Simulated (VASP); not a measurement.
Runs of VASP 6.6.1 on Pt. The structure is that of space group P6_3/mmc (No. 194), or close to it. The cells are those of the table. This isn't the form of Pt at room conditions, which is fcc.

```csv
cell,further INCAR settings,gap on the mesh (eV),pressure (GPa)
"a = 2.725, b = 2.725, c = 4.824 Å, angles 90.0, 90.0, 120.0°, 2 atoms",ALGO = Fast; EDIFF = 1e-06; NBANDS = 17,none,-6.0
"a = 2.657, b = 2.657, c = 4.942 Å, angles 90.0, 90.0, 120.0°, 2 atoms",ALGO = Fast; EDIFF = 1e-07; NBANDS = 17,none,4.3
"a = 2.657, b = 2.657, c = 4.707 Å, angles 90.0, 90.0, 120.0°, 2 atoms",ALGO = Fast; EDIFF = 1e-06; NBANDS = 17,none,(b)
"a = 2.725, b = 2.725, c = 4.589 Å, angles 90.0, 90.0, 120.0°, 2 atoms",ALGO = Fast; EDIFF = 1e-07; NBANDS = 17,none,7.0
"a = 2.793, b = 2.793, c = 4.471 Å, angles 90.0, 90.0, 120.0°, 2 atoms",ALGO = Fast; EDIFF = 1e-06; NBANDS = 17,none,0.4
"a = 2.657, b = 2.657, c = 4.824 Å, angles 90.0, 90.0, 120.0°, 2 atoms",ALGO = Fast; EDIFF = 1e-06; NBANDS = 17,none,(a)
"a = 2.793, b = 2.793, c = 4.589 Å, angles 90.0, 90.0, 120.0°, 2 atoms",ALGO = Fast; EDIFF = 1e-06; NBANDS = 17,none,-6.9
```

Alike in all rows: task single point; level PBEsol; potentials or basis VASP PAW PBE potentials, release 64 (Pt); no spin polarisation; k mesh 24 × 24 × 14; cutoff (eV) 520; smearing gaussian 0.15 eV.

Q: Fill in the values left out.

A: (a) 10.0; (b) 17.2.

Caveats: the PAW data sets were made with another functional, which shifts forces and pressure a little; spin-orbit coupling is left out, which moves the levels of the heavy elements; the stress differs along the axes, from -10 to -4 GPa (at least some runs); the stress differs along the axes, from -9 to 11 GPa (at least some runs); the stress differs along the axes, from 10 to 21 GPa (at least some runs); the cell stands under pressure (at least some runs); the stress differs along the axes, from -3 to 8 GPa (at least some runs).

A k mesh can miss the band edges, and the runs leave out spin-orbit coupling on Pt.

A gap of «none» marks levels without a gap at the run's occupations.
